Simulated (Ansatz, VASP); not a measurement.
**One calculation of ScAl3, two programs**

The input POSCAR:

```
ScAl3
1.0
    4.1013874225      0.0000000000      0.0000000000
    0.0000000000      4.1013874225      0.0000000000
    0.0000000000      0.0000000000      4.1013874225
Sc Al
1 3
Direct
    0.0000000000      0.0000000000      0.0000000000
    0.5000000000      0.0000000000      0.5000000000
    0.0000000000      0.5000000000      0.5000000000
    0.5000000000      0.5000000000      0.0000000000
```

File INCAR.step1:

```
  PREC = Accurate
  ENCUT = 520
  ISMEAR = -1
  SIGMA = 0.1
  LREAL = F
  LASPH = T
  NELM = 100
  NBANDS = 18
  GGA = PE
  ALGO = Normal
  EDIFF = 1E-4
  LWAVE = T
  LCHARG = F
```

Contents of INCAR.step2:

```
  PREC = Accurate
  ENCUT = 520
  EDIFF = 1E-6
  ISMEAR = -1
  SIGMA = 0.1
  LREAL = F
  LASPH = T
  NELM = 100
  ALGO = Normal
  ISIF = 2
  LWAVE = F
  LCHARG = F
  METAGGA = R2SCAN
  LMIXTAU = T
  NBANDS = 18
  ISTART = 1
```

The input KPOINTS:

```
regular mesh
0
Gamma
  7 7 7
```

Input for Ansatz:

```yaml
crystal:
  lattice:
    - [4.101387422490755, 0.0, 0.0]
    - [0.0, 4.101387422490755, 0.0]
    - [0.0, 0.0, 4.101387422490755]
  atoms:
    - { symbol: Sc, position: [0.0, 0.0, 0.0] }
    - { symbol: Al, position: [0.5, 0.0, 0.5] }
    - { symbol: Al, position: [0.0, 0.5, 0.5] }
    - { symbol: Al, position: [0.5, 0.5, 0.0] }
basis:
  ecutwfc: 600.0
kpoints:
  mp_grid:
    grid: [7, 7, 7]
hamiltonian:
  xc: r2scan
scf:
  occupations:
    method: fermi_dirac
output:
  stress: true
```

Alike in both runs: task single point; functional r2SCAN; k mesh 7 × 7 × 7; no spin polarisation.

```csv
,VASP,Ansatz
version,VASP 6.6.1,Ansatz 0.2.0
potentials or method,"VASP PAW PBE potentials, release 64 (Sc_sv, Al), cutoff 520 eV","plane waves, PAW"
occupations,"fermi-dirac, width 0.1 eV",fermi-dirac
valence electrons in the cell,20,20
```

```tsv
	VASP	Ansatz	Ansatz less VASP
pressure (GPa)	-1.1	-1.1	0.00
```

VASP's potentials were made for PBE, not for r2SCAN.
